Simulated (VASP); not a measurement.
Write the native input for VASP 6.6.1 that does the following.

- Task: single point
- Functional: PBEsol
- Potentials or basis: VASP PAW PBE potentials, release 64 (Se)
- Cutoff: 520 eV
- k mesh: 8 × 8 × 6
- Occupations: fermi-dirac, width 0.02 eV
- Spin: no spin polarisation
- Dipole correction: no
- Further INCAR settings: ALGO = Normal; EDIFF = 1e-06; NBANDS = 16

The structure of Se lies in POSCAR:

```
Se
1.0
    4.3551696776      0.0000000000      0.0000000000
   -2.1775848388      3.7716875786      0.0000000000
    0.0000000000      0.0000000000      4.9494500000
Se
3
Direct
    0.2170000000      0.0000000000      0.1666666667
    0.0000000000      0.2170000000      0.8333333333
    0.7830000000      0.7830000000      0.5000000000
```

The input as run:

INCAR

```
SYSTEM = Se
ALGO = Normal
EDIFF = 1E-6
ENCUT = 520
GGA = PS
ISIF = 2
ISMEAR = -1
LASPH = .True.
LCHARG = .True.
LELF = .True.
LREAL = .False.
LVHAR = .True.
LWAVE = .False.
NBANDS = 16
NELM = 100
PREC = Accurate
SIGMA = 0.02
```

KPOINTS

```
k-points
0
Gamma
  8 8 6
  0 0 0
```

Potentials or basis: VASP PAW PBE potentials, release 64 (Se).

Command:

```bash
$ cat potpaw_PBE.64/Se/POTCAR > POTCAR
$ mpirun -np 1 vasp_std > vasp.out
```

Results of the run:

```
Pressure               : 3.1 GPa
Largest force          : 1.069 eV/Å
Band gap on the k mesh : 1.05 eV, indirect (least direct gap 1.12 eV)
```

Caveat: the PAW data sets were made with another functional, which shifts forces and pressure a little.

It took 45 s on 1 thread of AMD EPYC 7R43 64-Core Processor (Zen 3) (shared host), peak memory 0.18 GiB.
